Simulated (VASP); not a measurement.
# MgF2 (P4_2/mnm) in VASP: further runs, part 2 of 2

VASP 6.6.1.

## Step 4: Single point, r2SCAN (uniaxial z strain +3.0%)

The input, POSCAR:

```
MgF2
1.0
    4.6220159946      0.0000000000      0.0000000000
    0.0000000000      4.6220159946      0.0000000000
    0.0000000000      0.0000000000      3.1374951123
Mg F
2 4
Direct
    0.0000000000      0.0000000000      0.0000000000
    0.5000000000      0.5000000000      0.5000000000
    0.3040502989      0.3040502989      0.0000000000
    0.1959497011      0.8040502989      0.5000000000
    0.8040502989      0.1959497011      0.5000000000
    0.6959497011      0.6959497011      0.0000000000
```

The input, INCAR.step1:

```
SYSTEM = MgF2
PREC = Accurate
ENCUT = 660
ISMEAR = 0
SIGMA = 0.01
LREAL = .False.
LASPH = .True.
NELM = 120
NBANDS = 25
GGA = PE
ALGO = Normal
EDIFF = 1E-5
LWAVE = .True.
LCHARG = .False.
GGA_COMPAT = .False.
```

The input, INCAR.step2:

```
SYSTEM = MgF2
PREC = Accurate
ENCUT = 660
EDIFF = 1E-6
ISMEAR = 0
SIGMA = 0.01
LREAL = .False.
LASPH = .True.
NELM = 120
ALGO = Normal
ISIF = 2
LWAVE = .False.
LCHARG = .False.
METAGGA = R2SCAN
LMIXTAU = .True.
NBANDS = 25
ISTART = 1
GGA_COMPAT = .False.
```

The input, KPOINTS:

```
Automatic mesh
0
Gamma
  6 6 8
  0 0 0
```

Started as:

```bash
$ cat potpaw_PBE.64/Mg/POTCAR potpaw_PBE.64/F/POTCAR > POTCAR
$ cp INCAR.step1 INCAR
$ mpirun -np 1 vasp_std > vasp.out
$ cp INCAR.step2 INCAR
$ mpirun -np 1 vasp_std > vasp.out
```

Wall time 6.2 min (1 thread of Intel Xeon Platinum 8375C at 2.90GHz (Ice Lake), shared host); peak memory 0.27 GiB.

It converged, with:

```
Free energy            : -43.8112 eV
Pressure               : -4.6 GPa
Largest force          : 0.005 eV/Å
Band gap on the k mesh : 7.78 eV
```

Forces in eV/Å, atoms in the order of the input:
```
Mg   0.000  0.000  0.000
Mg   0.000  0.000  0.000
F    0.004  0.004  0.000
F   -0.004  0.004  0.000
F    0.004 -0.004  0.000
F   -0.004 -0.004  0.000
```

Stress tensor (GPa, compression positive):
```
-3.18  0.00  0.00
 0.00 -3.18  0.00
 0.00  0.00 -7.31
```

Levels at points of the mesh, in eV from the valence-band top:
```csv
k point,band 12,band 13,band 14,band 15,band 16,band 17,band 18,band 19,band 20,band 21
"(0.00, 0.00, 0.00)",-1.23,-0.74,-0.28,-0.28,0.00,7.78,12.99,12.99,14.33,15.27
"(0.50, 0.00, 0.00)",-1.28,-0.99,-0.99,-0.36,-0.36,10.21,10.21,14.21,14.21,16.59
"(0.50, 0.50, 0.00)",-1.29,-0.87,-0.87,-0.70,-0.70,11.99,11.99,12.01,12.01,18.56
"(0.00, 0.00, 0.50)",-1.31,-1.11,-1.11,-0.81,-0.81,12.47,12.47,15.70,15.70,16.26
"(0.50, 0.00, 0.50)",-1.26,-0.68,-0.68,-0.62,-0.62,13.50,13.50,14.13,14.13,16.86
"(0.50, 0.50, 0.50)",-1.28,-0.57,-0.57,-0.44,-0.44,14.05,14.05,14.31,14.31,15.29
```

Caveat: the cell differs from its parent crystal (uniaxial z strain +3.0%); the cell stands under tension; the PAW data sets were made with another functional, which shifts forces and pressure a little. A k mesh can miss the band edges.

## Step 5: Single point, r2SCAN (uniaxial z strain +4.0%)

The input, POSCAR:

```
MgF2
1.0
    4.6220159946      0.0000000000      0.0000000000
    0.0000000000      4.6220159946      0.0000000000
    0.0000000000      0.0000000000      3.1679562299
Mg F
2 4
Direct
    0.0000000000      0.0000000000      0.0000000000
    0.5000000000      0.5000000000      0.5000000000
    0.3043218350      0.3043218350      0.0000000000
    0.1956781650      0.8043218350      0.5000000000
    0.8043218350      0.1956781650      0.5000000000
    0.6956781650      0.6956781650      0.0000000000
```

The input, INCAR.step1:

```
SYSTEM = MgF2
PREC = Accurate
ENCUT = 660
ISMEAR = 0
SIGMA = 0.01
LREAL = .FALSE.
LASPH = .TRUE.
NELM = 120
NBANDS = 25
GGA = PE
ALGO = Normal
EDIFF = 1E-5
LWAVE = .TRUE.
LCHARG = .FALSE.
GGA_COMPAT = .FALSE.
```

The input, INCAR.step2:

```
SYSTEM = MgF2
PREC = Accurate
ENCUT = 660
EDIFF = 1E-6
ISMEAR = 0
SIGMA = 0.01
LREAL = .FALSE.
LASPH = .TRUE.
NELM = 120
ALGO = Normal
ISIF = 2
LWAVE = .FALSE.
LCHARG = .FALSE.
METAGGA = R2SCAN
LMIXTAU = .TRUE.
NBANDS = 25
ISTART = 1
GGA_COMPAT = .FALSE.
```

The input, KPOINTS:

```
regular mesh
0
G
  6 6 8
  0 0 0
```

Started as:

```bash
$ cat potpaw_PBE.64/Mg/POTCAR potpaw_PBE.64/F/POTCAR > POTCAR
$ cp INCAR.step1 INCAR
$ mpirun -np 1 vasp_std > vasp.out
$ cp INCAR.step2 INCAR
$ mpirun -np 1 vasp_std > vasp.out
```

Run time: 5.2 min. Hardware: 1 thread of Intel Xeon Platinum 8375C at 2.90GHz (Ice Lake), shared host; peak memory 0.27 GiB.

It converged, with:

```yaml
Free_energy: -43.7805 eV
Pressure: -5.5 GPa
Largest_force: 0.005 eV/Å
Band_gap_on_the_k_mesh: 7.70 eV
```

Forces on the atoms (eV/Å):
```
Mg   0.000  0.000  0.000
Mg   0.000  0.000  0.000
F    0.003  0.003  0.000
F   -0.003  0.003  0.000
F    0.003 -0.003  0.000
F   -0.003 -0.003  0.000
```

Stress tensor (GPa, compression positive):
```
-3.70  0.00  0.00
 0.00 -3.70  0.00
 0.00  0.00 -9.01
```

Levels at points of the mesh, in eV from the valence-band top:
| k point | band 13 | band 14 | band 15 | band 16 | band 17 | band 18 | band 19 | band 20 |
| --- | --- | --- | --- | --- | --- | --- | --- | --- |
| (0.00, 0.00, 0.00) | -0.74 | -0.27 | -0.27 | 0.00 | 7.70 | 12.90 | 12.90 | 14.18 |
| (0.50, 0.00, 0.00) | -0.98 | -0.98 | -0.35 | -0.35 | 10.13 | 10.13 | 14.09 | 14.09 |
| (0.50, 0.50, 0.00) | -0.85 | -0.85 | -0.67 | -0.67 | 11.90 | 11.90 | 11.91 | 11.91 |
| (0.00, 0.00, 0.50) | -1.10 | -1.10 | -0.79 | -0.79 | 12.33 | 12.33 | 15.57 | 15.57 |
| (0.50, 0.00, 0.50) | -0.66 | -0.66 | -0.61 | -0.61 | 13.40 | 13.40 | 13.98 | 13.98 |
| (0.50, 0.50, 0.50) | -0.55 | -0.55 | -0.43 | -0.43 | 13.98 | 13.98 | 14.22 | 14.22 |

Caveat: the cell differs from its parent crystal (uniaxial z strain +4.0%); the cell stands under tension; the PAW data sets were made with another functional, which shifts forces and pressure a little. A k mesh can miss the band edges.

## Step 6: Overview

| cell | gap on the mesh (eV) | pressure (GPa) | largest force (eV/Å) |
| --- | --- | --- | --- |
| a = 4.622, b = 4.622, c = 3.077 Å, 6 atoms | 7.95 | -2.5 | 0.01 |
| a = 4.622, b = 4.622, c = 3.107 Å, 6 atoms | 7.87 | -3.6 | 0.01 |
| a = 4.622, b = 4.622, c = 3.137 Å, 6 atoms | 7.78 | -4.6 | 0.01 |
| a = 4.622, b = 4.622, c = 3.168 Å, 6 atoms | 7.70 | -5.5 | - |

Alike in all rows: task single point; level r2SCAN; potentials or basis VASP PAW PBE potentials, release 64 (Mg, F); no spin polarisation; k mesh 6 × 6 × 8; cutoff (eV) 660; smearing gaussian 0.01 eV.

Caveats: the PAW data sets were made with another functional, which shifts forces and pressure a little; the cell stands under tension (at least some runs).

Total energies depend on the potentials used, so only differences within one code and one set of settings carry meaning.
